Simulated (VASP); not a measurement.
Write the native input for VASP 6.6.1 that does the following.

```yaml
Task: relaxation of cell and atoms
Functional: PBE
Potentials_or_basis: VASP PAW PBE potentials, release 64 (B, P)
Cutoff: 600 eV
k_mesh: 6 × 6 × 6
Occupations: gaussian, width 0.1 eV
Spin: no spin polarisation
Dipole_correction: no
Further_INCAR_settings: ALGO = Normal; EDIFF = 1e-06; IBRION = 2; EDIFFG = -0.04; NSW = 90; ISIF = 3
```

The structure of BP3 lies in POSCAR:

```
BP3
1.0
    3.7020980759      0.0000000000      0.0000000000
    0.0000000000      3.7020980759      0.0000000000
    0.0000000000      0.0000000000      3.7020980759
B P
1 3
Direct
    0.0000000000      0.0000000000      0.0000000000
    0.0000000000      0.5000000000      0.5000000000
    0.5000000000      0.0000000000      0.5000000000
    0.5000000000      0.5000000000      0.0000000000
```

One way to write it, as run:

INCAR

```
ALGO = Normal ; EDIFF = 1E-6
EDIFFG = -0.04 ; ENCUT = 600
GGA = PE ; IBRION = 2
ISIF = 3 ; ISMEAR = 0
LASPH = True ; LCHARG = False
LREAL = False ; LWAVE = False
NELM = 100 ; NSW = 90
PREC = Accurate ; SIGMA = 0.1
```

KPOINTS

```
k-points
0
Gamma
  6 6 6
```

Potentials or basis: VASP PAW PBE potentials, release 64 (B, P).

The run is started by

```console
$ cat potpaw_PBE.64/B/POTCAR potpaw_PBE.64/P/POTCAR > POTCAR
$ mpirun -np 1 vasp_std > vasp.out
```

It gave:

```yaml
Relaxed_volume: 12.51 Å³/atom
Relaxed_cell: a = 3.685 Å, b = 3.685 Å, c = 3.685 Å, α = 90.00°, β = 90.00°, γ = 90.00°
Space_group_after_relaxing_to_0.1_Å: Pm-3m (No. 221)
Energy_gained_by_relaxing: 0.6 meV/atom
Ionic_steps: 2
Pressure_after_relaxing: 0.2 GPa
Band_gap_on_the_k_mesh: zero (bands 9 and 10 overlap by 8.09 eV)
```

Run time: 36 s on 1 thread of Intel Xeon 8259CL, on a shared host, peak memory 0.17 GiB.
